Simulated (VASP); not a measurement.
**Sn5Ge12: single point with PBE**

System: Sn5Ge12.

```
Sn Ge
1.0
     7.08157   -0.07351    0.03066
    -0.07351    7.71502   -0.34697
     0.03066   -0.34697    7.53684
Sn Ge
5 12
Direct
  0.23201 0.68967 0.30476
  0.00525 0.29585 0.16333
  0.57097 0.74200 0.85791
  0.51778 0.46470 0.18876
  0.69796 0.31668 0.66572
  0.29653 0.35850 0.88772
  0.25936 0.04436 0.77381
  0.43350 0.02452 0.42121
  0.38751 0.03565 0.08023
  0.68145 0.74859 0.48698
  0.12782 0.28010 0.48471
  0.78617 0.11897 0.37855
  0.98352 0.78065 0.81795
  0.95317 0.88474 0.12486
  0.05912 0.96401 0.52428
  0.71378 0.02849 0.92523
  0.26315 0.60550 0.68816
```

```json
{"Program": "VASP 6.6.1", "Task": "single point", "Functional": "PBE", "Potentials or basis": "VASP PAW PBE potentials, release 64 (Sn_d, Ge_d)", "Cutoff": "410 eV", "k mesh": "1 × 1 × 1, shifted", "Occupations": "fermi-dirac, width 0.2585 eV", "Spin": "no spin polarisation", "Dipole correction": "no", "Mended": "yes", "Further INCAR settings": "LREAL = Auto; ALGO = Normal; EDIFF = 1e-06; NBANDS = 133; ISYM = -1"}
```

- Pressure: 4.5 GPa
- Largest force: 3.132 eV/Å

Forces on the atoms (eV/Å):
```
Sn  -0.737  0.278  0.520
Sn  -0.149  0.846 -1.572
Sn  -0.605 -2.420 -0.093
Sn   1.134 -0.483 -0.168
Sn  -0.483  0.592  0.929
Ge   0.188  0.059 -0.060
Ge   1.301  0.170  0.213
Ge   0.469 -0.101  0.968
Ge   0.118 -0.054  0.652
Ge  -0.127  0.237 -0.332
Ge   0.570  0.825  1.035
Ge  -0.763 -1.040 -0.480
Ge  -0.183 -0.657 -1.270
Ge   0.414  0.147  1.254
Ge  -1.327 -0.993 -0.812
Ge   0.569  3.070  0.238
Ge  -0.389 -0.475 -1.022
```

Stress tensor (GPa, compression positive):
```
3.34 2.54 3.60
2.54 4.66 3.64
3.60 3.64 5.54
```

Levels at points of the mesh, in eV from the Fermi level:
| k point | band 115 | band 116 | band 117 | band 118 | band 119 | band 120 | band 121 | band 122 | band 123 | band 124 |
| --- | --- | --- | --- | --- | --- | --- | --- | --- | --- | --- |
| (0.25, 0.25, 0.25) | -1.20 | -1.10 | -0.62 | -0.37 | -0.15 | 0.15 | 0.46 | 0.56 | 0.90 | 1.04 |

Wall time 61 s on 1 thread of Intel(R) Xeon(R) 6975P-C (Granite Rapids) (shared host), peak memory 0.33 GiB.

Caveat: the atoms stand as in a frame of molecular dynamics; spin-orbit coupling is left out, which moves the levels of the heavy elements.
